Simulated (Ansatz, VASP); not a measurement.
# One calculation of AlN, two programs

```xyz
2
Lattice="0.0000 2.1741 2.1741 2.1741 0.0000 2.1741 2.1741 2.1741 0.0000" Properties=species:S:1:pos:R:3 pbc="T T T"
Al    0.0000    0.0000    0.0000
N     3.2612    3.2612    3.2612
```

Alike in both runs: task single point; functional PBEsol; k mesh 10 × 10 × 10; no spin polarisation.

|  | VASP | Ansatz |
| --- | --- | --- |
| version | VASP 6.6.1 | Ansatz 0.2.0 |
| potentials or method | VASP PAW PBE potentials, release 64 (Al, N), cutoff 520 eV | scalar-relativistic, plane waves, PAW |
| occupations | gaussian, width 0.01 eV | fixed |
| valence electrons in the cell | 8 | 8 |

```tsv
	VASP	Ansatz	Ansatz less VASP
gap on the k mesh at the Fermi level (eV)	3.19	3.20	+0.010
least direct gap on the mesh (eV)	4.25	4.24	-0.016
pressure (GPa)	4.2	4.2	-0.01
```

VASP's potentials were made for PBE, not for PBEsol.
